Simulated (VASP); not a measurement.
Set up this calculation in VASP 6.6.1, as the native input.

| Item | Value |
| --- | --- |
| Task | single point |
| Functional | PBE |
| Dispersion | D3(BJ) |
| Potentials or basis | VASP PAW PBE potentials, release 64 (Ga_d) |
| Cutoff | 500 eV |
| k mesh | 16 × 16 × 16 |
| Occupations | fermi-dirac, width 0.08 eV |
| Spin | no spin polarisation |
| Dipole correction | no |
| Further INCAR settings | ALGO = Normal; EDIFF = 1e-06; NBANDS = 12 |

The structure of Ga lies in POSCAR:

```
Ga
1.0
   -1.3396202448      1.3396202448      1.3396202448
    1.3396202448     -1.3396202448      1.3396202448
    1.3396202448      1.3396202448     -1.3396202448
Ga
1
Direct
    0.0000000000      0.0000000000      0.0000000000
```

These files were run (other wordings do the same):

INCAR

```
PREC = Accurate
ENCUT = 500
EDIFF = 1E-6
ISMEAR = -1
SIGMA = 0.08
LREAL = F
LASPH = T
NELM = 120
ALGO = Normal
ISIF = 2
LWAVE = F
LCHARG = T
GGA = PE
IVDW = 12
LELF = T
LVHAR = T
NBANDS = 12
GGA_COMPAT = F
```

KPOINTS

```
Automatic mesh
0
Gamma
  16 16 16
```

Potentials or basis: VASP PAW PBE potentials, release 64 (Ga_d).

Run with:

```sh
$ cat potpaw_PBE.64/Ga_d/POTCAR > POTCAR
$ mpirun -np 1 vasp_std > vasp.out
```

It gave:

| Property | Result |
| --- | --- |
| Pressure | 167.2 GPa |
| Dispersion energy per atom | -0.610 eV |

Caveat: pairwise dispersion overbinds metals, which lowers pressure and volume.

It took 32 s on 1 thread of AMD EPYC 7R13 (shared host), peak memory 0.11 GiB.
